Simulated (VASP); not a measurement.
Set up this calculation in VASP 6.6.1, as the native input.

- Task: single point
- Functional: LDA
- Potentials or basis: VASP PAW LDA potentials, release 64 (Ti_sv, Al)
- Cutoff: 520 eV
- k mesh: 7 × 7 × 7
- Occupations: fermi-dirac, width 0.01 eV
- Spin: no spin polarisation
- Dipole correction: no
- Further INCAR settings: ALGO = Normal; EDIFF = 1e-06; NBANDS = 14

The structure of TiAl lies in POSCAR:

```
TiAl
1.0
    3.0180000000      0.0000000000      0.0000000000
    0.0000000000      3.0180000000      0.0000000000
    0.0000000000      0.0000000000      3.0180000000
Ti Al
1 1
Direct
    0.5351100000      0.5297500000      0.5507200000
    0.9777300000      0.0191900000      0.9644800000
```

The input as run:

INCAR

```
SYSTEM = TiAl
PREC = Accurate
ENCUT = 520
EDIFF = 1E-6
ISMEAR = -1
SIGMA = 0.01
LREAL = .False.
LASPH = .True.
NELM = 60
ALGO = Normal
ISIF = 2
LWAVE = .False.
LCHARG = .False.
GGA = CA
NBANDS = 14
```

KPOINTS

```
Automatic mesh
0
Gamma
  7 7 7
  0 0 0
```

Potentials or basis: VASP PAW LDA potentials, release 64 (Ti_sv, Al).

Command:

```bash
$ cat potpaw_LDA.64/Ti_sv/POTCAR potpaw_LDA.64/Al/POTCAR > POTCAR
$ mpirun -np 1 vasp_std > vasp.out
```

Results of the run:

```yaml
Pressure: 21.8 GPa
Largest_force: 3.186 eV/Å
```

Caveat: forces of over 1 eV/Å act on the atoms, so gaps and moduli don't describe the material at rest.

It took 45 s on 1 thread of AMD EPYC 7R43 64-Core Processor (Zen 3), with other jobs on the host, peak memory 0.14 GiB.
